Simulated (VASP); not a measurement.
Crystal: TiH.

```
Ti H
1.0
     0.00000    2.08970    2.08970
     2.08970    0.00000    2.08970
     2.08970    2.08970    0.00000
Ti H
1 1
Direct
  0.00000 0.00000 0.00000
  0.50000 0.50000 0.50000
```

- Program: VASP 6.6.1
- Task: relaxation of cell and atoms
- Functional: PBEsol
- Potentials or basis: VASP PAW PBE potentials, release 64 (Ti_sv, H)
- Cutoff: 600 eV
- k mesh: 9 × 9 × 9
- Occupations: fermi-dirac, width 0.1 eV
- Spin: no spin polarisation

At the start: pressure -3.7 GPa; volume 9.13 Å³/atom.

Q: Where does the relaxation end?

A: Over 3 steps the energy falls by 2.8 meV/atom and the volume is 8.89 Å³/atom (-2.6 %); space group Fm-3m (No. 225, to 0.05 Å).

The path:
```csv
step,energy change (eV),largest force (eV/Å),pressure (GPa),volume (Å³)
1,0.0000,0.0000,-3.71,18.25
2,-0.0055,0.0000,0.68,17.70
3,-0.0056,0.0000,0.01,17.78
```

Final structure:
```
CELL_PARAMETERS angstrom
0.00000 2.07146 2.07146
2.07146 0.00000 2.07146
2.07146 2.07146 0.00000
ATOMIC_POSITIONS crystal
Ti 0.00000 0.00000 0.00000
H 0.50000 0.50000 0.50000
```

Caveat: the PAW data sets were made with another functional, which shifts forces and pressure a little.
